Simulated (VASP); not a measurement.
# Ca (P-1) in VASP: notebook, part 3 of 3

VASP 6.6.1.

### 4 Single point, PBE

This run uses another cell than the first one, of 42.20 Å³/atom, 1.010 times its volume.

Input file INCAR:

```
PREC = Accurate
ENCUT = 520
EDIFF = 1E-6
ISMEAR = -1
SIGMA = 0.15
LREAL = F
LASPH = T
NELM = 100
ALGO = Normal
ISIF = 2
LWAVE = F
LCHARG = F
GGA = PE
NBANDS = 11
```

Input file KPOINTS:

```
Automatic mesh
0
Gamma
  6 6 6
```

Input file POSCAR:

```
Ca
1.0
    0.0284572713      2.8463181119      2.6703457985
    2.8034969803     -0.0621031616      2.7608962148
    2.6949065973      2.8282781451      0.0464872214
Ca
1
Direct
    0.0000000000      0.0000000000      0.0000000000
```

Potentials or basis: VASP PAW PBE potentials, release 64 (Ca_sv).

Launch:

```sh
$ cat potpaw_PBE.64/Ca_sv/POTCAR > POTCAR
$ mpirun -np 1 vasp_std > vasp.out
```

OUTCAR:

```text
PREC = Accurate
   ENCUT = 520
   EDIFF = 1E-6
   ISMEAR = -1
   LREAL = F
   LASPH = T
   NELM = 100
   ISIF = 2
   GGA = PE

 ion  position               nearest neighbor table
   1  0.000  0.000  0.000-

  LATTYP: Found a triclinic cell.
 ALAT       =     3.9068964532
 B/A-ratio  =     1.4006640789
 C/A-ratio  =     0.9989919931
 COS(alpha) =     0.0137412359
 COS(beta)  =     0.5411044320
 COS(gamma) =     0.6791875165

  Lattice vectors:

 A1 = (  -2.6949065973,  -2.8282781451,  -0.0464872214)
 A2 = (  -5.4699463063,   0.0801431284,  -0.1370376377)
 A3 = (  -0.0284572713,  -2.8463181119,  -2.6703457985)

Analysis of symmetry for initial positions (statically):
=====================================================================
 Subroutine PRICEL returns:
 Original cell was already a primitive cell.

 Routine SETGRP: Setting up the symmetry group for a
 triclinic supercell.

 Subroutine GETGRP returns: Found  2 space group operations
 (whereof  2 operations were pure point group operations)
 out of a pool of  2 trial point group operations.

The static configuration has the point symmetry S_2 .

Analysis of symmetry for dynamics (positions and initial velocities):
=====================================================================
 Subroutine PRICEL returns:
 Original cell was already a primitive cell.

 Routine SETGRP: Setting up the symmetry group for a
 triclinic supercell.

 Subroutine GETGRP returns: Found  2 space group operations
 (whereof  2 operations were pure point group operations)
 out of a pool of  2 trial point group operations.

The dynamic configuration has the point symmetry S_2 .

 Subroutine INISYM returns: Found  2 space group operations
 (whereof  2 operations are pure point group operations),
 and found     1 'primitive' translations

----------------------------------------------------------------------------------------

                                     Primitive cell

  volume of cell :      42.2047

  direct lattice vectors                    reciprocal lattice vectors
     0.028457271  2.846318112  2.670345799    -0.185085511  0.173204384  0.191837421
     2.803496980 -0.062103162  2.760896215     0.175813874 -0.170479068  0.179839808
     2.694906597  2.828278145  0.046487221     0.190126576  0.175519489 -0.189112131

  length of vectors
     3.902958275  3.935225537  3.906896453     0.317896212  0.303835461  0.320497432

  position of ions in fractional coordinates (direct lattice)
     0.000000000  0.000000000  0.000000000

  ion indices of the primitive-cell ions
   primitive index   ion index
                 1           1

----------------------------------------------------------------------------------------

 KPOINTS: Automatic mesh

Automatic generation of k-mesh.
 Grid dimensions read from file:
 generate k-points for:    6    6    6

 Generating k-lattice:

  Cartesian coordinates                     Fractional coordinates (reciprocal lattice)
    -0.030847585  0.028867397  0.031972904     0.166666667 -0.000000000 -0.000000000
     0.029302312 -0.028413178  0.029973301     0.000000000  0.166666667  0.000000000
     0.031687763  0.029253248 -0.031518688     0.000000000  0.000000000  0.166666667

  Length of vectors
     0.052982702  0.050639244  0.053416239

  Shift w.r.t. Gamma in fractional coordinates (k-lattice)
     0.000000000  0.000000000  0.000000000

 Subroutine IBZKPT returns following result:
 ===========================================

 Found    112 irreducible k-points:

 Following reciprocal coordinates:
            Coordinates               Weight
  0.000000  0.000000  0.000000      1.000000
  0.166667 -0.000000  0.000000      2.000000
  0.333333 -0.000000 -0.000000      2.000000
  0.500000 -0.000000  0.000000      1.000000
 -0.000000  0.166667 -0.000000      2.000000
  0.166667  0.166667  0.000000      2.000000
[... 16 lines left out ...]
  0.333333 -0.000000  0.166667      2.000000
  0.500000 -0.000000  0.166667      2.000000
 [... further k-points ...]
   k-points           NKPTS =    112   k-points in BZ     NKDIM =    112   number of bands    NBANDS=     11
   number of dos      NEDOS =    301   number of ions     NIONS =      1
   total plane-waves  NPLWV =  27000
   dimension x,y,z NGX =    30 NGY =   30 NGZ =   30
   dimension x,y,z NGXF=    60 NGYF=   60 NGZF=   60
   ions per type =               1
   NGX,Y,Z   is equivalent  to a cutoff of  12.78, 12.67, 12.77 a.u.
   NGXF,Y,Z  is equivalent  to a cutoff of  25.56, 25.35, 25.53 a.u.
 SYSTEM =  unknown system
   PREC   = accura    normal or accurate (medium, high low for compatibility)
   ISTART =      0    job   : 0-new  1-cont  2-samecut
   ICHARG =      2    charge: 1-file 2-atom 10-const
   ISPIN  =      1    spin polarized calculation?
   LNONCOLLINEAR =      F non collinear calculations
   LSORBIT =      F    spin-orbit coupling
   LASPH  =      T    aspherical Exc in radial PAW
   ENCUT  =  520.0 eV  38.22 Ry    6.18 a.u.   7.26  7.32  7.26*2*pi/ulx,y,z
   NELM   =    100;   NELMIN=  2; NELMDL= -5     # of ELM steps
   EDIFF  = 0.1E-05   stopping-criterion for ELM
   LREAL  =      F    real-space projection
   EDIFFG = 0.1E-04   stopping-criterion for IOM
   NSW    =      0    number of steps for IOM
   IBRION =     -1    ionic relax: 0-MD 1-quasi-New 2-CG
   NFREE  =      0    steps in history (QN), initial steepest desc. (CG)
   ISIF   =      2    stress and relaxation
   ISYM   =      2    0-nonsym 1-usesym 2-fastsym
   POTIM  = 0.5000    time-step for ionic-motion
   TEBEG  =    0.0;   TEEND  =   0.0 temperature during run
   PSTRESS=    0.0 pullay stress
   NELECT =      10.0000    total number of electrons
   NUPDOWN=      -1.0000    fix difference up-down
   EMIN   =  10.00;   EMAX   =-10.00  energy-range for DOS
   EFERMI =   0.00;   METHOD = LEGACY
   ISMEAR =    -1;   SIGMA  =   0.15  broadening in eV -4-tet -1-fermi 0-gaus
   EFERMI_NEDOS =   21; number of points for ismear=-14 and -15
   IALGO  =     38    algorithm
   IMIX   =      4    mixing-type and parameters
     AMIX     =   0.40;   BMIX     =  1.00
     AMIX_MAG =   1.60;   BMIX_MAG =  1.00
  volume/ion in A,a.u.               =      42.20       284.81
  Fermi-wavevector in a.u.,A,eV,Ry     =   1.013028  1.914345 13.962645  1.026225
  Thomas-Fermi vector in A             =   2.146172
   LORBIT       =      0    0 simple, 1 ext, 2 COOP (PROOUT), +10 PAW based schemes
   GGA     = PE    functional components
   LHFCALC =     F    Hartree Fock is set to
   AEXX    =    0.0000 exact exchange contribution
   IVDW    =     0    specifies the selected vdW correction
   LEPSILON=     F    determine dielectric tensor
   LRPA    =     F    only Hartree local field effects (RPA)
 non-spin polarized calculation
  energy-cutoff  :      520.00
  volume of cell :       42.20
 maximum number of plane-waves:      1150
 NGX is ok and might be reduce to    30
   NGX = 15   NGY = 15   NGZ = 15

 number of electron      10.0000001 magnetization

 Free energy of the ion-electron system (eV)
  ---------------------------------------------------
  ext. energy  EPLUGINS =         0.00000000
  ---------------------------------------------------
  free energy    TOTEN  =        -1.95987922 eV

  energy without entropy =       -1.85969488  energy(sigma->0) =       -1.90978705

 E-fermi :   1.9754     XC(G=0):  -7.7313

 val. band max:        1.9744629830   @ k =  -0.3333   0.3333   0.1667
 cond. band min:       1.9779930372   @ k =   0.1667  -0.3333   0.3333
 fundamental gap:      0.0035300542
 Fermi energy:         1.9754306355

 k-point     1 :       0.0000    0.0000    0.0000
  band No.  band energies     occupation
      1     -40.0316      2.00000
      2     -20.9511      2.00000
      3     -20.9494      2.00000
      4     -20.9490      2.00000
      5      -2.0623      2.00000
      6       4.0687      0.00000
      7       4.2838      0.00000
      8       4.5716      0.00000
      9       5.2197      0.00000
     10       5.5564      0.00000
     11      10.9929      0.00000

 k-point     2 :       0.1667   -0.0000    0.0000
  band No.  band energies     occupation
      1     -40.0277      2.00000
      2     -20.9887      2.00000
      3     -20.9580      2.00000
      4     -20.9520      2.00000
      5      -1.5802      2.00000
      6       3.8829      0.00001
      7       4.3596      0.00000
      8       4.5161      0.00000
      9       5.1534      0.00000
     10       5.3732      0.00000
     11      10.8993      0.00000
[... 295 lines left out ...]
 k-point    24 :       0.5000   -0.0000    0.1667
  band No.  band energies     occupation
      1     -40.0158      2.00000
      2     -21.0805      2.00000
      3     -20.9998      2.00000
      4     -20.9682      2.00000
      5       0.9971      1.99706
      6       2.2965      0.21041
      7       3.6816      0.00002
      8       4.4803      0.00000
      9       5.9708      0.00000
     10       6.2263      0.00000
     11       7.2411      0.00000

 [... further k-points ...]
[... 5 lines left out ...]
  --------------------------------------------------------------------------------------
  -------------------------------------------------------------------------------------
  Total        0.0584169     -0.0562440      0.0539931      0.1002181      0.0675973     -0.2342734
  in kB        2.2176284     -2.1351404      2.0496917      3.8044916      2.5661363     -8.8935091
  external PRESSURE =       0.7107266 kB  Pullay stress =       0.0000000 kB

 VOLUME and BASIS-vectors are now :
 -----------------------------------------------------------------------------
  energy-cutoff  :      520.00
  volume of cell :       42.20
      direct lattice vectors                 reciprocal lattice vectors
     0.028457271  2.846318112  2.670345799    -0.185085511  0.173204384  0.191837421
     2.803496980 -0.062103162  2.760896215     0.175813874 -0.170479068  0.179839808
     2.694906597  2.828278145  0.046487221     0.190126576  0.175519489 -0.189112131

 POSITION                                       TOTAL-FORCE (eV/Angst)
 -----------------------------------------------------------------------------------
      0.00000      0.00000      0.00000         0.000000     -0.000000      0.000000
 -----------------------------------------------------------------------------------
    total drift:                               -0.000000     -0.000000     -0.000000

  FREE ENERGIE OF THE ION-ELECTRON SYSTEM (eV)
  ---------------------------------------------------
  free  energy   TOTEN  =        -1.9598792171 eV

  energy  without entropy=       -1.8596948822  energy(sigma->0) =       -1.90978705
```

Run time: 43 s. Hardware: 1 thread of AMD EPYC 7R13 (Zen 3), shared host; peak memory 0.17 GiB.

What came out:

```yaml
Free_energy: -1.9599 eV
Pressure: 0.1 GPa
Band_gap_on_the_k_mesh: zero (band 5 reaches 2.04 eV, above the bottom of band 6 at 1.62 eV)
```

Stress tensor (GPa, compression positive):
```
 0.22  0.38 -0.89
 0.38 -0.21  0.26
-0.89  0.26  0.20
```

### 5 The runs side by side

```csv
cell,gap on the mesh (eV),pressure (GPa)
"a = 3.890, b = 3.922, c = 3.894 Å, angles 60.8, 57.2, 61.7°, 1 atom",none,0.2
"a = 3.896, b = 3.929, c = 3.900 Å, angles 60.8, 57.2, 61.7°, 1 atom",none,0.2
"a = 3.903, b = 3.935, c = 3.907 Å, angles 60.8, 57.2, 61.7°, 1 atom",none,0.1
```

Alike in all rows: task single point; level PBE; potentials or basis VASP PAW PBE potentials, release 64 (Ca_sv); no spin polarisation; k mesh 6 × 6 × 6; cutoff (eV) 520; smearing fermi-dirac 0.15 eV.

Total energies depend on the potentials used, so only differences within one code and one set of settings carry meaning.
